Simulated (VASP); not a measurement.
# Sn (P-1) in VASP: single point with PBE+D3(BJ)

Aim: the single point of Sn with PBE+D3(BJ).

Program: VASP 6.6.1. These are calculated values, not measurements. Logs are shortened: lines on timing, memory, paths and dates and some standing lists are left out, and cuts for length are marked.

**1. The cell of the first run**

The typed cell holds 1 atom: a = 3.200 Å, b = 3.320 Å, c = 3.189 Å, α = 107.39°, β = 109.17°, γ = 111.96°.

**2. Single point, PBE+D3(BJ)**

INCAR

```
SYSTEM = Sn
PREC = Accurate ; ENCUT = 500
EDIFF = 1E-6 ; ISMEAR = 0
SIGMA = 0.1 ; LREAL = .False.
LASPH = .True. ; NELM = 120
ALGO = Normal ; ISIF = 2
LWAVE = .False. ; LCHARG = .False.
GGA = PE ; IVDW = 12
NBANDS = 13 ; GGA_COMPAT = .False.
```

KPOINTS

```
Automatic mesh
0
Gamma
  6 6 6
  0 0 0
```

POSCAR

```
Sn
1.0
   -1.9125670342      1.8553395926      1.7720732250
    1.9837461065     -1.8887460805      1.8766587852
    1.8708230821      1.8470021284     -1.8054797129
Sn
1
Direct
    0.0000000000      0.0000000000      0.0000000000
```

Potentials or basis: VASP PAW PBE potentials, release 64 (Sn_d).

The run is started by

```
cat potpaw_PBE.64/Sn_d/POTCAR > POTCAR
mpirun -np 1 vasp_std > vasp.out
```

OUTCAR:

```text
SYSTEM = Sn
   PREC = Accurate
   ENCUT = 500
   EDIFF = 1E-6
   ISMEAR = 0
   LREAL = .False.
   LASPH = .True.
   NELM = 120
   ISIF = 2
   GGA = PE
   IVDW = 12
 IVDW          = 12

 ion  position               nearest neighbor table
   1  0.000  0.000  0.000-

  LATTYP: Found a triclinic cell.
 ALAT       =     8.6278372748
 B/A-ratio  =     0.6264214156
 C/A-ratio  =     0.3696435608
 COS(alpha) =     0.0107416996
 COS(beta)  =     0.2613288989
 COS(gamma) =     0.9520094169

  Lattice vectors:

 A1 = (   7.7508823293,  -3.7858296252,   0.1757646325)
 A2 = (   3.8963131407,  -3.7440856731,   0.1045855602)
 A3 = (   1.8708230821,   1.8470021284,  -1.8054797129)

Analysis of symmetry for initial positions (statically):
=====================================================================
 Subroutine PRICEL returns:
 Original cell was already a primitive cell.

 Routine SETGRP: Setting up the symmetry group for a
 triclinic supercell.

 Subroutine GETGRP returns: Found  2 space group operations
 (whereof  2 operations were pure point group operations)
 out of a pool of  2 trial point group operations.

The static configuration has the point symmetry S_2 .

Analysis of symmetry for dynamics (positions and initial velocities):
=====================================================================
 Subroutine PRICEL returns:
 Original cell was already a primitive cell.

 Routine SETGRP: Setting up the symmetry group for a
 triclinic supercell.

 Subroutine GETGRP returns: Found  2 space group operations
 (whereof  2 operations were pure point group operations)
 out of a pool of  2 trial point group operations.

The dynamic configuration has the point symmetry S_2 .

 Subroutine INISYM returns: Found  2 space group operations
 (whereof  2 operations are pure point group operations),
 and found     1 'primitive' translations

----------------------------------------------------------------------------------------

                                     Primitive cell

  volume of cell :      26.0208

  direct lattice vectors                    reciprocal lattice vectors
    -1.912567034  1.855339593  1.772073225    -0.002155970  0.272570847  0.276605432
     1.983746106 -1.888746081  1.876658785     0.254519556  0.005298281  0.269151181
     1.870823082  1.847002128 -1.805479713     0.262437635  0.273034674 -0.002619797

  length of vectors
     3.200068933  3.320310011  3.189224492     0.388342735  0.370473528  0.378719301

  position of ions in fractional coordinates (direct lattice)
     0.000000000  0.000000000  0.000000000

  ion indices of the primitive-cell ions
   primitive index   ion index
                 1           1

----------------------------------------------------------------------------------------

 KPOINTS: Automatic mesh

Automatic generation of k-mesh.
 Grid dimensions read from file:
 generate k-points for:    6    6    6

 Generating k-lattice:

  Cartesian coordinates                     Fractional coordinates (reciprocal lattice)
    -0.000359328  0.045428474  0.046100905     0.166666667  0.000000000  0.000000000
     0.042419926  0.000883047  0.044858530     0.000000000  0.166666667  0.000000000
     0.043739606  0.045505779 -0.000436633    -0.000000000  0.000000000  0.166666667

  Length of vectors
     0.064723789  0.061745588  0.063119883

  Shift w.r.t. Gamma in fractional coordinates (k-lattice)
     0.000000000  0.000000000  0.000000000

 Subroutine IBZKPT returns following result:
 ===========================================

 Found    112 irreducible k-points:

 Following reciprocal coordinates:
            Coordinates               Weight
  0.000000  0.000000  0.000000      1.000000
  0.166667  0.000000 -0.000000      2.000000
  0.333333  0.000000  0.000000      2.000000
  0.500000  0.000000  0.000000      1.000000
  0.000000  0.166667 -0.000000      2.000000
  0.166667  0.166667 -0.000000      2.000000
[... 16 lines left out ...]
  0.333333  0.000000  0.166667      2.000000
  0.500000  0.000000  0.166667      2.000000
 [... further k-points ...]
   k-points           NKPTS =    112   k-points in BZ     NKDIM =    112   number of bands    NBANDS=     13
   number of dos      NEDOS =    301   number of ions     NIONS =      1
   total plane-waves  NPLWV =  13824
   dimension x,y,z NGX =    24 NGY =   24 NGZ =   24
   dimension x,y,z NGXF=    48 NGYF=   48 NGZF=   48
   ions per type =               1
   NGX,Y,Z   is equivalent  to a cutoff of  12.47, 12.02, 12.51 a.u.
   NGXF,Y,Z  is equivalent  to a cutoff of  24.94, 24.03, 25.02 a.u.
 SYSTEM =  Sn
   PREC   = accura    normal or accurate (medium, high low for compatibility)
   ISTART =      0    job   : 0-new  1-cont  2-samecut
   ICHARG =      2    charge: 1-file 2-atom 10-const
   ISPIN  =      1    spin polarized calculation?
   LNONCOLLINEAR =      F non collinear calculations
   LSORBIT =      F    spin-orbit coupling
   LASPH  =      T    aspherical Exc in radial PAW
   ENCUT  =  500.0 eV  36.75 Ry    6.06 a.u.   5.83  6.05  5.81*2*pi/ulx,y,z
   NELM   =    120;   NELMIN=  2; NELMDL= -5     # of ELM steps
   EDIFF  = 0.1E-05   stopping-criterion for ELM
   LREAL  =      F    real-space projection
[... 7 lines left out ...]
   TEBEG  =    0.0;   TEEND  =   0.0 temperature during run
   PSTRESS=    0.0 pullay stress
   NELECT =      14.0000    total number of electrons
   NUPDOWN=      -1.0000    fix difference up-down
   EMIN   =  10.00;   EMAX   =-10.00  energy-range for DOS
   EFERMI =   0.00;   METHOD = LEGACY
   ISMEAR =     0;   SIGMA  =   0.10  broadening in eV -4-tet -1-fermi 0-gaus
   EFERMI_NEDOS =   21; number of points for ismear=-14 and -15
   IALGO  =     38    algorithm
   IMIX   =      4    mixing-type and parameters
     AMIX     =   0.40;   BMIX     =  1.00
     AMIX_MAG =   1.60;   BMIX_MAG =  1.00
  volume/ion in A,a.u.               =      26.02       175.60
  Fermi-wavevector in a.u.,A,eV,Ry     =   1.331509  2.516187 24.121977  1.772915
  Thomas-Fermi vector in A             =   2.460514
   LORBIT       =      0    0 simple, 1 ext, 2 COOP (PROOUT), +10 PAW based schemes
   GGA     = PE    functional components
   LHFCALC =     F    Hartree Fock is set to
   AEXX    =    0.0000 exact exchange contribution
   IVDW    =    12    specifies the selected vdW correction
   LEPSILON=     F    determine dielectric tensor
   LRPA    =     F    only Hartree local field effects (RPA)
 non-spin polarized calculation
 Gauss-broadening in eV      SIGMA  =   0.10
  energy-cutoff  :      500.00
  volume of cell :       26.02
 maximum number of plane-waves:       672
   NGX = 11   NGY = 13   NGZ = 11

 number of electron      14.0000004 magnetization

 Free energy of the ion-electron system (eV)
  ---------------------------------------------------
  ext. energy  EPLUGINS =         0.00000000
  ---------------------------------------------------
  free energy    TOTEN  =        -3.77617118 eV

  energy without entropy =       -3.77532931  energy(sigma->0) =       -3.77575025

 E-fermi :   8.7167     XC(G=0): -10.5713

 val. band max:        8.6946405848   @ k =  -0.3333   0.1667   0.3333
 cond. band min:       8.9006176162   @ k =  -0.3333  -0.3333   0.3333
 fundamental gap:      0.2059770314
 Fermi energy:         8.7167254596

 k-point     1 :       0.0000    0.0000    0.0000
  band No.  band energies     occupation
      1     -12.9810      2.00000
      2     -12.9666      2.00000
      3     -12.9268      2.00000
      4     -12.8111      2.00000
      5     -12.7893      2.00000
      6      -2.7834      2.00000
      7      16.4355      0.00000
      8      17.0578      0.00000
      9      17.3383      0.00000
     10      20.5147      0.00000
     11      21.0062      0.00000
     12      21.0610      0.00000
     13      21.2553      0.00000

 k-point     2 :       0.1667    0.0000   -0.0000
  band No.  band energies     occupation
      1     -12.9798      2.00000
      2     -12.9229      2.00000
      3     -12.9045      2.00000
      4     -12.8095      2.00000
      5     -12.8040      2.00000
      6      -2.1204      2.00000
      7      13.5321      0.00000
      8      14.5935      0.00000
      9      16.0625      0.00000
     10      17.8246      0.00000
     11      18.8491      0.00000
     12      20.8771      0.00000
     13      23.1018      0.00000

 k-point     3 :       0.3333    0.0000    0.0000
  band No.  band energies     occupation
      1     -13.0047      2.00000
      2     -12.9292      2.00000
      3     -12.8097      2.00000
      4     -12.8058      2.00000
      5     -12.7637      2.00000
      6      -0.1289      2.00000
      7       8.0473      2.00000
      8      12.4757      0.00000
      9      14.4393      0.00000
     10      16.2239      0.00000
     11      17.4521      0.00000
     12      22.6240      0.00000
     13      24.2463      0.00000
[... 305 lines left out ...]
 k-point    23 :       0.3333    0.0000    0.1667
  band No.  band energies     occupation
      1     -12.9769      2.00000
      2     -12.9205      2.00000
      3     -12.8195      2.00000
      4     -12.8112      2.00000
      5     -12.7358      2.00000
      6       1.7121      2.00000
      7       6.1463      2.00000
      8       9.6922      0.00000
      9      12.3840      0.00000
     10      16.8596      0.00000
     11      21.1971      0.00000
     12      22.1664      0.00000
     13      24.5186      0.00000

 k-point    24 :       0.5000    0.0000    0.1667
  band No.  band energies     occupation
      1     -12.9782      2.00000
      2     -12.9221      2.00000
      3     -12.8231      2.00000
      4     -12.8074      2.00000
      5     -12.7302      2.00000
      6       1.8167      2.00000
      7       5.9920      2.00000
      8       9.7888      0.00000
      9      12.3638      0.00000
     10      16.8387      0.00000
     11      20.9229      0.00000
     12      21.8960      0.00000
     13      25.0740      0.00000

 [... further k-points ...]

------------------------ aborting loop because EDIFF is reached ----------------------------------------

 Edisp (eV)   -0.40206

 E8    (eV) :    -0.1928

  FORCE on cell =-STRESS in cart. coord.  units (eV):
  Direction    XX          YY          ZZ          XY          YZ          ZX
  --------------------------------------------------------------------------------------
  -------------------------------------------------------------------------------------
  Total      -0.10651     0.16404     0.43213     0.18097     0.12133    -0.25332
  in kB      -6.55806    10.10046    26.60761    11.14274     7.47094   -15.59754
  external pressure =       10.05 kB  Pullay stress =        0.00 kB

 VOLUME and BASIS-vectors are now :
 -----------------------------------------------------------------------------
  energy-cutoff  :      500.00
  volume of cell :       26.02
      direct lattice vectors                 reciprocal lattice vectors
    -1.912567034  1.855339593  1.772073225    -0.002155970  0.272570847  0.276605432
     1.983746106 -1.888746081  1.876658785     0.254519556  0.005298281  0.269151181
     1.870823082  1.847002128 -1.805479713     0.262437635  0.273034674 -0.002619797

 POSITION                                       TOTAL-FORCE (eV/Angst)
 -----------------------------------------------------------------------------------
      0.00000      0.00000      0.00000        -0.000000      0.000000      0.000000
 -----------------------------------------------------------------------------------
    total drift:                               -0.000000     -0.000000     -0.000000

  FREE ENERGIE OF THE ION-ELECTRON SYSTEM (eV)
  ---------------------------------------------------
  free  energy   TOTEN  =        -4.1782285858 eV

  energy  without entropy=       -4.1773867159  energy(sigma->0) =       -4.17780765
```

It took 13 s on 1 thread of AMD EPYC 9R45 (Zen 5), shared host; peak memory 0.13 GiB.

Results:

| Property | Result |
| --- | --- |
| Free energy | -4.1782 eV |
| Pressure | 1.0 GPa |
| Band gap on the k mesh | zero (band 7 reaches 16.44 eV, above the bottom of band 8 at 6.03 eV) |
| Dispersion energy per atom | -0.402 eV |

Caveat: the k points lie up to 0.41 Å⁻¹ apart; spin-orbit coupling is left out, which moves the levels of the heavy elements; pairwise dispersion overbinds metals, which lowers pressure and volume.
